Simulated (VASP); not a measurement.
# SiC (F-43m) in VASP: settings compared

Aim: see how the results for SiC move with the level of theory and the settings. Levels: PBE, HSE06. Tasks: single point.

Everything below comes from runs of VASP 6.6.1. Logs are shortened: lines on timing, memory, paths and dates and some standing lists are left out, and cuts for length are marked.

## 1. The cell of the first run

Symmetry: F-43m, No. 216, cubic system. The conventional cell has a = 4.197 Å, b = 4.197 Å, c = 4.197 Å, α = 90.00°, β = 90.00°, γ = 90.00°. Si (site symmetry -43m) has 4 C at 1.82 Å within 2.4 Å. Within 2.4 Å of C (site symmetry -43m) lie 4 Si at 1.82 Å.

## 2. Single point, PBE (volume scaled by 0.88)

INCAR reads:

```
SYSTEM = SiC
PREC = Accurate
ENCUT = 520
EDIFF = 1E-6
ISMEAR = 0
SIGMA = 0.02
LREAL = .False.
LASPH = .True.
NELM = 80
ALGO = Normal
ISIF = 2
LWAVE = .False.
LCHARG = .False.
GGA = PE
NBANDS = 11
```

KPOINTS reads:

```
Automatic mesh
0
Gamma
  10 10 10
  0 0 0
```

POSCAR reads:

```
SiC
1.0
    0.0000000000      2.0985150102      2.0985150102
    2.0985150102      0.0000000000      2.0985150102
    2.0985150102      2.0985150102      0.0000000000
Si C
1 1
Direct
    0.0000000000      0.0000000000      0.0000000000
    0.2500000000      0.2500000000      0.2500000000
```

Potentials or basis: VASP PAW PBE potentials, release 64 (Si, C).

Command:

```console
$ cat potpaw_PBE.64/Si/POTCAR potpaw_PBE.64/C/POTCAR > POTCAR
$ mpirun -np 1 vasp_std > vasp.out
```

OUTCAR:

```text
SYSTEM = SiC
   PREC = Accurate
   ENCUT = 520
   EDIFF = 1E-6
   ISMEAR = 0
   LREAL = .False.
   LASPH = .True.
   NELM = 80
   ISIF = 2
   GGA = PE

 ion  position               nearest neighbor table
   1  0.000  0.000  0.000-   2 1.82   2 1.82   2 1.82   2 1.82
   2  0.250  0.250  0.250-   1 1.82   1 1.82   1 1.82   1 1.82

  LATTYP: Found a face centered cubic cell.
 ALAT       =     4.1970300204

  Lattice vectors:

 A1 = (   0.0000000000,   2.0985150102,   2.0985150102)
 A2 = (   2.0985150102,   0.0000000000,   2.0985150102)
 A3 = (   2.0985150102,   2.0985150102,   0.0000000000)

Analysis of symmetry for initial positions (statically):
=====================================================================
 Subroutine PRICEL returns:
 Original cell was already a primitive cell.

 Routine SETGRP: Setting up the symmetry group for a
 face centered cubic supercell.

 Subroutine GETGRP returns: Found 24 space group operations
 (whereof 24 operations were pure point group operations)
 out of a pool of 48 trial point group operations.

The static configuration has the point symmetry T_d .

Analysis of symmetry for dynamics (positions and initial velocities):
=====================================================================
 Subroutine PRICEL returns:
 Original cell was already a primitive cell.

 Routine SETGRP: Setting up the symmetry group for a
 face centered cubic supercell.

 Subroutine GETGRP returns: Found 24 space group operations
 (whereof 24 operations were pure point group operations)
 out of a pool of 48 trial point group operations.

The dynamic configuration has the point symmetry T_d .

 Subroutine INISYM returns: Found 24 space group operations
 (whereof 24 operations are pure point group operations),
 and found     1 'primitive' translations

----------------------------------------------------------------------------------------

                                     Primitive cell

  volume of cell :      18.4827

  direct lattice vectors                    reciprocal lattice vectors
     0.000000000  2.098515010  2.098515010    -0.238263723  0.238263723  0.238263723
     2.098515010  0.000000000  2.098515010     0.238263723 -0.238263723  0.238263723
     2.098515010  2.098515010  0.000000000     0.238263723  0.238263723 -0.238263723

  length of vectors
     2.967748388  2.967748388  2.967748388     0.412684875  0.412684875  0.412684875

  position of ions in fractional coordinates (direct lattice)
     0.000000000  0.000000000  0.000000000
     0.250000000  0.250000000  0.250000000

  ion indices of the primitive-cell ions
   primitive index   ion index
                 1           1
                 2           2

----------------------------------------------------------------------------------------

 KPOINTS: Automatic mesh

Automatic generation of k-mesh.
 Grid dimensions read from file:
 generate k-points for:   10   10   10

 Generating k-lattice:

  Cartesian coordinates                     Fractional coordinates (reciprocal lattice)
    -0.023826372  0.023826372  0.023826372     0.100000000  0.000000000  0.000000000
     0.023826372 -0.023826372  0.023826372     0.000000000  0.100000000  0.000000000
     0.023826372  0.023826372 -0.023826372     0.000000000  0.000000000  0.100000000

  Length of vectors
     0.041268487  0.041268487  0.041268487

  Shift w.r.t. Gamma in fractional coordinates (k-lattice)
     0.000000000  0.000000000  0.000000000

 Subroutine IBZKPT returns following result:
 ===========================================

 Found     47 irreducible k-points:

 Following reciprocal coordinates:
            Coordinates               Weight
  0.000000  0.000000  0.000000      1.000000
  0.100000  0.000000  0.000000      8.000000
  0.200000  0.000000  0.000000      8.000000
  0.300000  0.000000  0.000000      8.000000
  0.400000  0.000000  0.000000      8.000000
  0.500000  0.000000  0.000000      4.000000
[... 16 lines left out ...]
  0.300000  0.300000  0.000000      6.000000
  0.400000  0.300000  0.000000     24.000000
 [... further k-points ...]
   k-points           NKPTS =     47   k-points in BZ     NKDIM =     47   number of bands    NBANDS=     11
   number of dos      NEDOS =    301   number of ions     NIONS =      2
   total plane-waves  NPLWV =  13824
   dimension x,y,z NGX =    24 NGY =   24 NGZ =   24
   dimension x,y,z NGXF=    48 NGYF=   48 NGZF=   48
   ions per type =               1   1
   NGX,Y,Z   is equivalent  to a cutoff of  13.44, 13.44, 13.44 a.u.
   NGXF,Y,Z  is equivalent  to a cutoff of  26.89, 26.89, 26.89 a.u.
 SYSTEM =  SiC
   PREC   = accura    normal or accurate (medium, high low for compatibility)
   ISTART =      0    job   : 0-new  1-cont  2-samecut
   ICHARG =      2    charge: 1-file 2-atom 10-const
   ISPIN  =      1    spin polarized calculation?
   LNONCOLLINEAR =      F non collinear calculations
   LSORBIT =      F    spin-orbit coupling
   LASPH  =      T    aspherical Exc in radial PAW
   ENCUT  =  520.0 eV  38.22 Ry    6.18 a.u.   5.52  5.52  5.52*2*pi/ulx,y,z
   NELM   =     80;   NELMIN=  2; NELMDL= -5     # of ELM steps
   EDIFF  = 0.1E-05   stopping-criterion for ELM
   LREAL  =      F    real-space projection
   EDIFFG = 0.1E-04   stopping-criterion for IOM
   NSW    =      0    number of steps for IOM
   IBRION =     -1    ionic relax: 0-MD 1-quasi-New 2-CG
   NFREE  =      0    steps in history (QN), initial steepest desc. (CG)
   ISIF   =      2    stress and relaxation
   ISYM   =      2    0-nonsym 1-usesym 2-fastsym
   POTIM  = 0.5000    time-step for ionic-motion
   TEBEG  =    0.0;   TEEND  =   0.0 temperature during run
   PSTRESS=    0.0 pullay stress
   NELECT =       8.0000    total number of electrons
   NUPDOWN=      -1.0000    fix difference up-down
   EMIN   =  10.00;   EMAX   =-10.00  energy-range for DOS
   EFERMI =   0.00;   METHOD = LEGACY
   ISMEAR =     0;   SIGMA  =   0.02  broadening in eV -4-tet -1-fermi 0-gaus
   EFERMI_NEDOS =   21; number of points for ismear=-14 and -15
   IALGO  =     38    algorithm
   IMIX   =      4    mixing-type and parameters
     AMIX     =   0.40;   BMIX     =  1.00
     AMIX_MAG =   1.60;   BMIX_MAG =  1.00
  volume/ion in A,a.u.               =       9.24        62.36
  Fermi-wavevector in a.u.,A,eV,Ry     =   1.238367  2.340175 20.865257  1.533553
  Thomas-Fermi vector in A             =   2.372895
   LORBIT       =      0    0 simple, 1 ext, 2 COOP (PROOUT), +10 PAW based schemes
   GGA     = PE    functional components
   LHFCALC =     F    Hartree Fock is set to
   AEXX    =    0.0000 exact exchange contribution
   IVDW    =     0    specifies the selected vdW correction
   LEPSILON=     F    determine dielectric tensor
   LRPA    =     F    only Hartree local field effects (RPA)
 non-spin polarized calculation
 Gauss-broadening in eV      SIGMA  =   0.02
  energy-cutoff  :      520.00
  volume of cell :       18.48
 maximum number of plane-waves:       531
 NGX is ok and might be reduce to    24
   NGX = 11   NGY = 11   NGZ = 11

 number of electron       8.0000000 magnetization

 Free energy of the ion-electron system (eV)
  ---------------------------------------------------
  ext. energy  EPLUGINS =         0.00000000
  ---------------------------------------------------
  free energy    TOTEN  =       -14.81449840 eV

  energy without entropy =      -14.81449840  energy(sigma->0) =      -14.81449840

 E-fermi :   9.5233     XC(G=0): -11.8564

 val. band max:        9.4241173848   @ k =   0.0000   0.0000   0.0000
 cond. band min:      10.6671984353   @ k =   0.5000   0.5000   0.0000
 fundamental gap:      1.2430810505
 Fermi energy:         9.5232511443

 k-point     1 :       0.0000    0.0000    0.0000
  band No.  band energies     occupation
      1      -6.8927      2.00000
      2       9.4241      2.00000
      3       9.4241      2.00000
      4       9.4241      2.00000
      5      16.9971      0.00000
      6      17.5641      0.00000
      7      17.5641      0.00000
      8      17.5641      0.00000
      9      24.6165      0.00000
     10      24.6165      0.00000
     11      27.6322      0.00000

 k-point     2 :       0.1000    0.0000    0.0000
  band No.  band energies     occupation
      1      -6.6792      2.00000
      2       8.3968      2.00000
      3       9.2885      2.00000
      4       9.2885      2.00000
      5      17.0389      0.00000
      6      17.8238      0.00000
      7      17.8238      0.00000
      8      18.0470      0.00000
      9      23.5716      0.00000
     10      23.5716      0.00000
     11      26.6859      0.00000

 k-point     3 :       0.2000    0.0000    0.0000
  band No.  band energies     occupation
      1      -6.0470      2.00000
      2       6.1695      2.00000
      3       8.9763      2.00000
      4       8.9764      2.00000
      5      16.6468      0.00000
      6      18.1488      0.00000
      7      18.1488      0.00000
      8      19.3102      0.00000
      9      22.8863      0.00000
     10      22.8863      0.00000
     11      25.7903      0.00000

 k-point     4 :       0.3000    0.0000    0.0000
  band No.  band energies     occupation
      1      -5.0297      2.00000
      2       3.6887      2.00000
      3       8.6542      2.00000
      4       8.6542      2.00000
      5      16.2470      0.00000
      6      17.8400      0.00000
      7      17.8400      0.00000
      8      20.0958      0.00000
      9      23.9139      0.00000
     10      23.9139      0.00000
     11      25.7436      0.00000
[... 239 lines left out ...]
 k-point    22 :      -0.2000    0.2000    0.0000
  band No.  band energies     occupation
      1      -4.6904      2.00000
      2       4.4369      2.00000
      3       5.9959      2.00000
      4       8.7831      2.00000
      5      16.5367      0.00000
      6      18.4022      0.00000
      7      18.5610      0.00000
      8      19.6326      0.00000
      9      21.4557      0.00000
     10      26.0568      0.00000
     11      29.8289      0.00000

 k-point    23 :       0.3000    0.3000    0.0000
  band No.  band energies     occupation
      1      -4.4040      2.00000
      2       5.0289      2.00000
      3       6.9047      2.00000
      4       6.9047      2.00000
      5      12.7693      0.00000
      6      15.4799      0.00000
      7      22.1148      0.00000
      8      22.1148      0.00000
      9      23.2560      0.00000
     10      27.4238      0.00000
     11      32.4720      0.00000

 k-point    24 :       0.4000    0.3000    0.0000
  band No.  band energies     occupation
      1      -3.4434      2.00000
      2       3.7087      2.00000
      3       6.0501      2.00000
      4       6.6259      2.00000
      5      12.3717      0.00000
      6      15.5339      0.00000
      7      22.3181      0.00000
      8      22.4617      0.00000
      9      24.5985      0.00000
     10      28.5904      0.00000
     11      32.4082      0.00000

 [... further k-points ...]
[... 5 lines left out ...]
  --------------------------------------------------------------------------------------
  -------------------------------------------------------------------------------------
  Total        4.0015619      4.0015619      4.0015619      0.0000000      0.0000000      0.0000000
  in kB      346.8757042    346.8757042    346.8757042      0.0000000      0.0000000      0.0000000
  external PRESSURE =     346.8757042 kB  Pullay stress =       0.0000000 kB

 VOLUME and BASIS-vectors are now :
 -----------------------------------------------------------------------------
  energy-cutoff  :      520.00
  volume of cell :       18.48
      direct lattice vectors                 reciprocal lattice vectors
     0.000000000  2.098515010  2.098515010    -0.238263723  0.238263723  0.238263723
     2.098515010  0.000000000  2.098515010     0.238263723 -0.238263723  0.238263723
     2.098515010  2.098515010  0.000000000     0.238263723  0.238263723 -0.238263723

 POSITION                                       TOTAL-FORCE (eV/Angst)
 -----------------------------------------------------------------------------------
      0.00000      0.00000      0.00000        -0.000000     -0.000000     -0.000000
      1.04926      1.04926      1.04926         0.000000      0.000000      0.000000
 -----------------------------------------------------------------------------------
    total drift:                                0.000000      0.000000      0.000000

  FREE ENERGIE OF THE ION-ELECTRON SYSTEM (eV)
  ---------------------------------------------------
  free  energy   TOTEN  =       -14.8144984044 eV

  energy  without entropy=      -14.8144984044  energy(sigma->0) =      -14.81449840
```

It used 4.8 s of CPU time on 1 thread of Intel Xeon 6975P-C, with other jobs on the host.

What came out:

| Quantity | Value |
| --- | --- |
| Free energy | -14.8145 eV |
| Pressure | 34.7 GPa |
| Band gap on the k mesh | 1.24 eV, indirect (least direct gap 4.64 eV) |

 A k mesh can miss the band edges.

(Part 1 of 2 ends here.)
